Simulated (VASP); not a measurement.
# GdO (F-43m) in VASP: settings compared

GdO is run at these levels: PBE+D4+U, PBE+D3(BJ)+U; tasks: single point.

Program: VASP 6.6.1. These are calculated values, not measurements. Logs are shortened: lines on timing, memory, paths and dates and some standing lists are left out, and cuts for length are marked.

### 1 The cell of the first run

The structure is cubic, space group F-43m (No. 216). The conventional cell has a = 5.428 Å, b = 5.428 Å, c = 5.428 Å, α = 90.00°, β = 90.00°, γ = 90.00°. Gd (site symmetry -43m) has 4 O at 2.35 Å within 3.1 Å. Within 3.1 Å of O (site symmetry -43m) lie 4 Gd at 2.35 Å.

### 2 Single point, PBE+D4+U, collinear spin, ferromagnetic start (volume scaled by 1.04)

INCAR reads:

```
  PREC = Accurate
  ENCUT = 520
  EDIFF = 1E-6
  ISMEAR = 0
  SIGMA = 0.05
  LREAL = False
  LASPH = True
  NELM = 150
  ALGO = Normal
  ISIF = 2
  LWAVE = False
  LCHARG = False
  ISPIN = 2
  MAGMOM = 7.73 0.02
  LORBIT = 11
  LMAXMIX = 6
  LDAU = True
  LDAUTYPE = 2
  LDAUL = 3 -1
  LDAUU = 6 0
  LDAUJ = 0 0
  LDAUPRINT = 1
  GGA = PE
  IVDW = 13
  NBANDS = 23
```

KPOINTS reads:

```
regular mesh
0
Gamma
  8 8 8
```

POSCAR reads:

```
GdO
1.0
    0.0000000000      2.7142275255      2.7142275255
    2.7142275255      0.0000000000      2.7142275255
    2.7142275255      2.7142275255      0.0000000000
Gd O
1 1
Direct
    0.0000000000      0.0000000000      0.0000000000
    0.2500000000      0.2500000000      0.2500000000
```

Potentials or basis: VASP PAW PBE potentials, release 64 (Gd, O).

Command:

```
$ cat potpaw_PBE.64/Gd/POTCAR potpaw_PBE.64/O/POTCAR > POTCAR
$ mpirun -np 1 vasp_std > vasp.out
```

OUTCAR:

```text
PREC = Accurate
   ENCUT = 520
   EDIFF = 1E-6
   ISMEAR = 0
   LREAL = False
   LASPH = True
   NELM = 150
   ISIF = 2
   ISPIN = 2
   LORBIT = 11
   GGA = PE
   IVDW = 13

 ion  position               nearest neighbor table
   1  0.000  0.000  0.000-   2 2.35   2 2.35   2 2.35   2 2.35
   2  0.250  0.250  0.250-   1 2.35   1 2.35   1 2.35   1 2.35

  LATTYP: Found a face centered cubic cell.
 ALAT       =     5.4284550510

  Lattice vectors:

 A1 = (   0.0000000000,   2.7142275255,   2.7142275255)
 A2 = (   2.7142275255,   0.0000000000,   2.7142275255)
 A3 = (   2.7142275255,   2.7142275255,   0.0000000000)

Analysis of symmetry for initial positions (statically):
=====================================================================
 Subroutine PRICEL returns:
 Original cell was already a primitive cell.

 Routine SETGRP: Setting up the symmetry group for a
 face centered cubic supercell.

 Subroutine GETGRP returns: Found 24 space group operations
 (whereof 24 operations were pure point group operations)
 out of a pool of 48 trial point group operations.

The static configuration has the point symmetry T_d .

Analysis of symmetry for dynamics (positions and initial velocities):
=====================================================================
 Subroutine PRICEL returns:
 Original cell was already a primitive cell.

 Routine SETGRP: Setting up the symmetry group for a
 face centered cubic supercell.

 Subroutine GETGRP returns: Found 24 space group operations
 (whereof 24 operations were pure point group operations)
 out of a pool of 48 trial point group operations.

The dynamic configuration has the point symmetry T_d .

Analysis of structural, dynamic, and magnetic symmetry:
=====================================================================
 Subroutine PRICEL returns:
 Original cell was already a primitive cell.

 Routine SETGRP: Setting up the symmetry group for a
 face centered cubic supercell.

 Subroutine GETGRP returns: Found 24 space group operations
 (whereof 24 operations were pure point group operations)
 out of a pool of 48 trial point group operations.

The overall configuration has the point symmetry T_d .

 Subroutine INISYM returns: Found 24 space group operations
 (whereof 24 operations are pure point group operations),
 and found     1 'primitive' translations

----------------------------------------------------------------------------------------

                                     Primitive cell

  volume of cell :      39.9916

  direct lattice vectors                    reciprocal lattice vectors
     0.000000000  2.714227526  2.714227526    -0.184214476  0.184214476  0.184214476
     2.714227526  0.000000000  2.714227526     0.184214476 -0.184214476  0.184214476
     2.714227526  2.714227526  0.000000000     0.184214476  0.184214476 -0.184214476

  length of vectors
     3.838497378  3.838497378  3.838497378     0.319068831  0.319068831  0.319068831

  position of ions in fractional coordinates (direct lattice)
     0.000000000  0.000000000  0.000000000
     0.250000000  0.250000000  0.250000000
[... 114 lines left out ...]
  energy-cutoff  :      520.00
  volume of cell :       39.99
 maximum number of plane-waves:      1090
 NGX is ok and might be reduce to    30
   NGX = 15   NGY = 15   NGZ = 15

atom =   1  type =  1  l = 3

 onsite density matrix

spin component  1

  0.9919 -0.0000 -0.0001 -0.0000 -0.0000  0.0000  0.0000
 -0.0000  0.9983 -0.0000 -0.0000  0.0000  0.0000  0.0000
 -0.0001 -0.0000  0.9920 -0.0000 -0.0000  0.0000  0.0000
 -0.0000 -0.0000 -0.0000  0.9918  0.0000 -0.0000  0.0000
 -0.0000  0.0000 -0.0000  0.0000  0.9920 -0.0000  0.0001
  0.0000  0.0000  0.0000 -0.0000 -0.0000  0.9920  0.0000
  0.0000  0.0000  0.0000  0.0000  0.0001  0.0000  0.9919

spin component  2

  0.0033  0.0000 -0.0001  0.0000 -0.0000 -0.0000  0.0000
  0.0000  0.0091 -0.0000  0.0000  0.0000 -0.0000 -0.0000
 -0.0001 -0.0000  0.0033 -0.0000  0.0000  0.0000  0.0000
  0.0000  0.0000 -0.0000  0.0032 -0.0000 -0.0000 -0.0000
 -0.0000  0.0000  0.0000 -0.0000  0.0033 -0.0000  0.0001
 -0.0000 -0.0000  0.0000 -0.0000 -0.0000  0.0034  0.0000
  0.0000 -0.0000  0.0000 -0.0000  0.0001  0.0000  0.0033

 occupancies and eigenvectors

  o =  0.0032  v =  0.0000  0.0000  0.0000  0.0000  0.0000  0.0000  0.0000 -0.0006  0.0000 -0.0005  0.0000 -0.6124  0.0000  0.7906      0.0000  0.0000  0.0000  0.0000  0.0000  0.0000  0.0000  0.0000  0.0000  0.0000  0.0000  0.0000  0.0000  0.0000
  o =  0.0032  v =  0.0000  0.0000  0.0000  0.0000  0.0000  0.0000  0.0000  0.7906  0.0000  0.6124 -0.0000 -0.0005  0.0000  0.0006      0.0000  0.0000  0.0000  0.0000  0.0000  0.0000  0.0000  0.0000  0.0000  0.0000  0.0000  0.0000  0.0000  0.0000
  o =  0.0032  v =  0.0000  0.0000  0.0000  0.0000  0.0000  0.0000  0.0000 -0.0000  0.0000 -0.0000 -1.0000 -0.0000 -0.0000  0.0000      0.0000  0.0000  0.0000  0.0000  0.0000  0.0000  0.0000  0.0000  0.0000  0.0000  0.0000  0.0000  0.0000  0.0000
  o =  0.0034  v =  0.0000  0.0000  0.0000  0.0000  0.0000  0.0000  0.0000  0.0001 -0.0000 -0.0001 -0.0000  0.0000  1.0000  0.0000      0.0000  0.0000  0.0000  0.0000  0.0000  0.0000  0.0000  0.0000  0.0000  0.0000  0.0000  0.0000  0.0000  0.0000
  o =  0.0034  v =  0.0000  0.0000  0.0000  0.0000  0.0000  0.0000  0.0000 -0.6124  0.0000  0.7906 -0.0000 -0.0000  0.0001 -0.0000      0.0000  0.0000  0.0000  0.0000  0.0000  0.0000  0.0000  0.0000  0.0000  0.0000  0.0000  0.0000  0.0000  0.0000
  o =  0.0034  v =  0.0000  0.0000  0.0000  0.0000  0.0000  0.0000  0.0000  0.0000  0.0000 -0.0000  0.0000 -0.7906  0.0001 -0.6124      0.0000  0.0000  0.0000  0.0000  0.0000  0.0000  0.0000  0.0000  0.0000  0.0000  0.0000  0.0000  0.0000  0.0000
  o =  0.0091  v =  0.0000  0.0000  0.0000  0.0000  0.0000  0.0000  0.0000  0.0000  1.0000 -0.0000  0.0000  0.0000  0.0000  0.0000      0.0000  0.0000  0.0000  0.0000  0.0000  0.0000  0.0000  0.0000  0.0000  0.0000  0.0000  0.0000  0.0000  0.0000
  o =  0.9918  v = -0.0004  0.0000 -0.0003 -1.0000 -0.0034  0.0000  0.0044  0.0000  0.0000  0.0000  0.0000  0.0000  0.0000  0.0000      0.0000  0.0000  0.0000  0.0000  0.0000  0.0000  0.0000  0.0000  0.0000  0.0000  0.0000  0.0000  0.0000  0.0000
  o =  0.9918  v =  0.7906 -0.0000  0.6124 -0.0005  0.0003 -0.0000 -0.0004  0.0000  0.0000  0.0000  0.0000  0.0000  0.0000  0.0000      0.0000  0.0000  0.0000  0.0000  0.0000  0.0000  0.0000  0.0000  0.0000  0.0000  0.0000  0.0000  0.0000  0.0000
  o =  0.9918  v =  0.0004 -0.0000  0.0003  0.0055 -0.6124 -0.0000  0.7906  0.0000  0.0000  0.0000  0.0000  0.0000  0.0000  0.0000      0.0000  0.0000  0.0000  0.0000  0.0000  0.0000  0.0000  0.0000  0.0000  0.0000  0.0000  0.0000  0.0000  0.0000
  o =  0.9920  v =  0.0002  0.0000 -0.0002 -0.0000 -0.7899 -0.0416 -0.6118  0.0000  0.0000  0.0000  0.0000  0.0000  0.0000  0.0000      0.0000  0.0000  0.0000  0.0000  0.0000  0.0000  0.0000  0.0000  0.0000  0.0000  0.0000  0.0000  0.0000  0.0000
  o =  0.9920  v =  0.6124  0.0000 -0.7906  0.0000  0.0002 -0.0000  0.0002  0.0000  0.0000  0.0000  0.0000  0.0000  0.0000  0.0000      0.0000  0.0000  0.0000  0.0000  0.0000  0.0000  0.0000  0.0000  0.0000  0.0000  0.0000  0.0000  0.0000  0.0000
  o =  0.9920  v = -0.0000  0.0000  0.0000 -0.0000  0.0329 -0.9991  0.0255  0.0000  0.0000  0.0000  0.0000  0.0000  0.0000  0.0000      0.0000  0.0000  0.0000  0.0000  0.0000  0.0000  0.0000  0.0000  0.0000  0.0000  0.0000  0.0000  0.0000  0.0000
  o =  0.9983  v =  0.0000 -1.0000 -0.0000 -0.0000 -0.0000 -0.0000 -0.0000  0.0000  0.0000  0.0000  0.0000  0.0000  0.0000  0.0000      0.0000  0.0000  0.0000  0.0000  0.0000  0.0000  0.0000  0.0000  0.0000  0.0000  0.0000  0.0000  0.0000  0.0000

 number of electron      23.9999990 magnetization       7.9414099

 Free energy of the ion-electron system (eV)
  ---------------------------------------------------
  ext. energy  EPLUGINS =         0.00000000
  ---------------------------------------------------
  free energy    TOTEN  =       -21.69169544 eV

  energy without entropy =      -21.69068276  energy(sigma->0) =      -21.69118910

 E-fermi :   3.9681     XC(G=0): -10.0112

 val. band max:        3.9450321766   @ k =   0.3750   0.1250   0.0000
 cond. band min:       3.9686889326   @ k =   0.3750   0.0000   0.0000
 fundamental gap:      0.0236567560
 Fermi energy:         3.9680628758

 spin component 1

 k-point     1 :       0.0000    0.0000    0.0000
  band No.  band energies     occupation
      1     -41.9920      1.00000
      2     -19.1789      1.00000
      3     -19.1789      1.00000
      4     -19.1789      1.00000
      5     -15.3628      1.00000
      6      -4.5626      1.00000
[... 1241 lines left out ...]
     22      12.8926      0.00000
     23      16.5168      0.00000

 [... further k-points ...]

------------------------ aborting loop because EDIFF is reached ----------------------------------------

  DFT-D4 for vdW energy calculation

  Edisp (eV):   -0.46701

  FORCE on cell =-STRESS in cart. coord.  units (eV):
  Direction    XX          YY          ZZ          XY          YZ          ZX
  --------------------------------------------------------------------------------------
  -------------------------------------------------------------------------------------
  Total      -0.93417    -0.93417    -0.93417     0.00000    -0.00000     0.00000
  in kB     -37.42548   -37.42548   -37.42548     0.00000    -0.00000     0.00000
  external pressure =      -37.43 kB  Pullay stress =        0.00 kB

 VOLUME and BASIS-vectors are now :
 -----------------------------------------------------------------------------
  energy-cutoff  :      520.00
  volume of cell :       39.99
      direct lattice vectors                 reciprocal lattice vectors
     0.000000000  2.714227526  2.714227526    -0.184214476  0.184214476  0.184214476
     2.714227526  0.000000000  2.714227526     0.184214476 -0.184214476  0.184214476
     2.714227526  2.714227526  0.000000000     0.184214476  0.184214476 -0.184214476

 POSITION                                       TOTAL-FORCE (eV/Angst)
 -----------------------------------------------------------------------------------
      0.00000      0.00000      0.00000         0.000000      0.000000      0.000000
      1.35711      1.35711      1.35711        -0.000000     -0.000000     -0.000000
 -----------------------------------------------------------------------------------
    total drift:                               -0.000000     -0.000000     -0.000000

  FREE ENERGIE OF THE ION-ELECTRON SYSTEM (eV)
  ---------------------------------------------------
  free  energy   TOTEN  =       -22.1587096487 eV

  energy  without entropy=      -22.1576969633  energy(sigma->0) =      -22.15820331

 total charge

# of ion       s       p       d       f       tot
--------------------------------------------------
    1        2.033   5.640   0.504   6.972  15.149
    2        1.567   3.430   0.000   0.000   4.997
--------------------------------------------------
tot          3.600   9.070   0.504   6.972  20.146

 magnetization (x)

# of ion       s       p       d       f       tot
--------------------------------------------------
    1        0.006  -0.058   0.205   6.916   7.068
    2        0.005   0.004   0.000   0.000   0.009
--------------------------------------------------
tot          0.011  -0.054   0.205   6.916   7.077
```

Wall time 3.3 min (1 thread of AMD EPYC 7R13, shared host); peak memory 0.19 GiB.

What came out:

- Free energy: -22.1587 eV
- Pressure: -3.7 GPa
- Net moment: 7.94 μB per cell
- Site moments: Gd +7.07; O +0.01 μB
- Valence electrons inside the program's atomic spheres: Gd 15.15; O 5.00
- Dispersion energy per atom: -0.234 eV

Levels at points of the mesh, in eV from the Fermi level:
Spin up:
```csv
k point,band 13,band 14,band 15,band 16,band 17,band 18,band 19,band 20
"(0.00, 0.00, 0.00)",-5.51,-5.51,-5.51,-2.43,2.43,2.43,4.28,4.28
"(0.50, 0.00, 0.00)",-5.34,-5.12,-5.12,0.04,2.30,2.30,2.83,4.37
"(0.50, 0.50, 0.00)",-6.10,-4.42,-4.42,-1.01,0.94,3.94,4.38,4.38
```
Spin down:
```tsv
k point	band 5	band 6	band 7	band 8	band 9	band 10	band 11	band 12
(0.00, 0.00, 0.00)	-19.21	-5.37	-5.37	-5.37	-1.05	2.69	2.69	2.69
(0.50, 0.00, 0.00)	-18.10	-4.98	-4.98	-4.98	1.42	2.38	2.59	2.59
(0.50, 0.50, 0.00)	-17.79	-5.90	-4.31	-4.31	0.96	1.43	2.75	2.81
```

Eigenvalues of the final occupation matrices:
| site | spin | trace | eigenvalues |
| --- | --- | --- | --- |
| site 1 f | 1 | 6.95 | 0.99 0.99 0.99 0.99 0.99 0.99 1.00 |
| site 1 f | 2 | 0.03 | 0.00 0.00 0.00 0.00 0.00 0.00 0.01 |

Caveat: spin-orbit coupling is left out, which moves the levels of the heavy elements; a cell with one magnetic atom can't hold antiferromagnetic order, which such compounds often take; pairwise dispersion overbinds metals, which lowers pressure and volume.

(Continued in part 2 of 2.)
